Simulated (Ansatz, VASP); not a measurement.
**One calculation of AlGaN2, two programs**

Contents of POSCAR:

```
AlGaN2
1.0
    3.1385264188      0.0000000000      0.0000000000
    0.0000000000      3.1385264188      0.0000000000
    0.0000000000      0.0000000000      8.8447134538
Al Ga N
2 2 4
Direct
    0.5000000000      0.5000000000      0.2500000000
    0.5000000000      0.5000000000      0.7500000000
    0.0000000000      0.0000000000     -0.0009415176
    0.0000000000      0.0000000000      0.5009415176
    0.5000000000      0.0000000000      0.3653017644
    0.5000000000      0.0000000000      0.8737814060
    0.0000000000      0.5000000000      0.1346982356
    0.0000000000      0.5000000000      0.6262185940
```

INCAR.step1

```
PREC = Accurate
ENCUT = 520
ISMEAR = 0
SIGMA = 0.05
LREAL = F
LASPH = T
NELM = 60
NBANDS = 36
GGA = PE
ALGO = Normal
EDIFF = 1E-4
LWAVE = T
LCHARG = F
```

INCAR.step2

```
PREC = Accurate
ENCUT = 520
EDIFF = 1E-7
ISMEAR = 0
SIGMA = 0.05
LREAL = F
LASPH = T
NELM = 60
ALGO = Normal
ISIF = 2
LWAVE = F
LCHARG = T
METAGGA = R2SCAN
LMIXTAU = T
LELF = T
LVHAR = T
NBANDS = 36
ISTART = 1
```

File KPOINTS:

```
regular mesh
0
Gamma
  8 8 4
```

Input for Ansatz:

```yaml
crystal:
  lattice:
    - [3.1385264188, 0.0, 0.0]
    - [0.0, 3.1385264188, 0.0]
    - [0.0, 0.0, 8.8447134538]
  atoms:
    - { symbol: Al, position: [0.5, 0.5, 0.25] }
    - { symbol: Al, position: [0.5, 0.5, 0.75] }
    - { symbol: Ga, position: [0.0, 0.0, -0.0009415176] }
    - { symbol: Ga, position: [0.0, 0.0, 0.5009415176] }
    - { symbol: "N", position: [0.5, 0.0, 0.3653017644] }
    - { symbol: "N", position: [0.5, 0.0, 0.873781406] }
    - { symbol: "N", position: [0.0, 0.5, 0.1346982356] }
    - { symbol: "N", position: [0.0, 0.5, 0.626218594] }
basis:
  ecutwfc: 500
kpoints:
  mp_grid: { grid: [8, 8, 4] }
hamiltonian:
  xc: r2scan
scf:
  occupations: { method: gaussian, width: 0.05 }
output:
  forces: true
  stress: true
  eigenvalues: true
```

Change from the starting cell: mode 23 (742.2 1/cm) frozen in, largest displacement +0.037 Å.

Alike in both runs: task single point; functional r2SCAN; k mesh 8 × 8 × 4; occupations gaussian, width 0.05 eV; no spin polarisation.

|  | VASP | Ansatz |
| --- | --- | --- |
| version | VASP 6.6.1 | Ansatz 0.2.0 |
| potentials or method | VASP PAW PBE potentials, release 64 (Al, Ga_d, N), cutoff 520 eV | scalar-relativistic, plane waves, PAW |
| valence electrons in the cell | 52 | 52 |

```csv
,VASP,Ansatz,Ansatz less VASP
gap on the k mesh at the Fermi level (eV),3.28,3.27,-0.007
least direct gap on the mesh (eV),3.28,3.27,-0.007
pressure (GPa),0.6,0.3,-0.33
"traceless stress, the component that is largest in VASP (GPa)",-0.27,-0.33,-0.059
rms of the force components (eV/Å),0.555,0.550,-0.0045
```

VASP's potentials were made for PBE, not for r2SCAN. Atom by atom the forces differ by 0.037 eV/Å (rms over components).
